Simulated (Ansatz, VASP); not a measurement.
## RbBr: VASP beside Ansatz

```
Rb Br
1.0
     4.12425    0.00000    0.00000
     0.00000    4.12425    0.00000
     0.00000    0.00000    4.12425
Rb Br
1 1
Direct
  0.00000 0.00000 0.00000
  0.50000 0.50000 0.50000
```

Alike in both runs: task single point; functional PBE; k mesh 3 × 3 × 3; no spin polarisation.

|  | VASP | Ansatz |
| --- | --- | --- |
| version | VASP 6.6.1 | Ansatz 0.2.0 |
| potentials or method | VASP PAW PBE potentials, release 64 (Rb_sv, Br) | plane waves |
| plane-wave cutoff (eV) | 500 | 420 |
| occupations | gaussian, width 0.01 eV | fixed |
| valence electrons in the cell | 16 | 16 |

|  | VASP | Ansatz | Ansatz less VASP |
| --- | --- | --- | --- |
| gap on the k mesh at the Fermi level (eV) | 4.17 | 4.17 | +0.001 |
| pressure (GPa) | 1.0 | 1.0 | -0.03 |

The k mesh is coarse, so the values compare programs but aren't converged.
